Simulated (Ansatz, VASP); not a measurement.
**Al2O3: VASP beside Ansatz**

File INCAR:

```
SYSTEM = Al2O3
PREC = Accurate ; ENCUT = 520
EDIFF = 1E-6 ; ISMEAR = 0
SIGMA = 0.05 ; LREAL = .False.
LASPH = .True. ; NELM = 60
ALGO = Normal ; ISIF = 2
LWAVE = .False. ; LCHARG = .True.
GGA = PE ; IVDW = 12
LELF = .True. ; LVHAR = .True.
NBANDS = 20
```

File KPOINTS:

```
regular mesh
0
Gamma
  9 9 4
  0 0 0
```

File POSCAR:

```
Al2O3
1.0
    2.8152956653      0.0000000000      0.0000000000
   -1.4076478327      2.4381175653      0.0000000000
    0.0000000000      0.0000000000      7.1641672095
Al O
2 3
Direct
    0.0000000000      0.0000000000      0.1907358529
    0.0000000000      0.0000000000      0.8092641471
    0.3333333333      0.6666666667      0.2703868429
    0.6666666667      0.3333333333      0.0000000000
    0.3333333333      0.6666666667      0.7296131571
```

Input for Ansatz:

```yaml
crystal:
  lattice:
    - [2.8152956653, 0.0, 0.0]
    - [-1.4076478327, 2.4381175653, 0.0]
    - [0.0, 0.0, 7.1641672095]
  atoms:
    - { symbol: Al, position: [0.0, 0.0, 0.1907358529] }
    - { symbol: Al, position: [0.0, 0.0, 0.8092641471] }
    - { symbol: O, position: [0.3333333333, 0.6666666667, 0.2703868429] }
    - { symbol: O, position: [0.6666666667, 0.3333333333, 0.0] }
    - { symbol: O, position: [0.3333333333, 0.6666666667, 0.7296131571] }
basis:
  ecutwfc: 520.0
kpoints:
  mp_grid: { grid: [9, 9, 4] }
hamiltonian:
  xc: pbe
  pseudopotentials: { kind: paw, azcp: { folder: soft_1 } }
  dispersion: d3bj
scf:
  occupations: { method: gaussian, width: 0.05 }
output:
  forces: true
  stress: true
  eigenvalues: true
  write_density: true
  write_potential: true
  elf: true
  volumetric_format: npy
```

Alike in both runs: task single point; functional PBE; dispersion D3(BJ); k mesh 9 × 9 × 4; occupations gaussian, width 0.05 eV; no spin polarisation.

```csv
,VASP,Ansatz
version,VASP 6.6.1,Ansatz 0.2.0
potentials or method,"VASP PAW PBE potentials, release 64 (Al, O), cutoff 520 eV","scalar-relativistic, plane waves, PAW"
valence electrons in the cell,24,24
```

Ansatz gave:

| Item | Value |
| --- | --- |
| gap on the k mesh at the Fermi level (eV) | 5.35 |
| least direct gap on the mesh (eV) | 5.56 |
| pressure (GPa) | 20.6 |
| traceless stress, the component that is largest in VASP (GPa) | -5.16 |
| rms of the force components (eV/Å) | 1.177 |

Which values does VASP return?

gap on the k mesh at the Fermi level (eV): 5.35; least direct gap on the mesh (eV): 5.56; pressure (GPa): 20.8; traceless stress, the component that is largest in VASP (GPa): -5.48; rms of the force components (eV/Å): 1.162.

Atom by atom the forces differ by 0.017 eV/Å (rms over components).
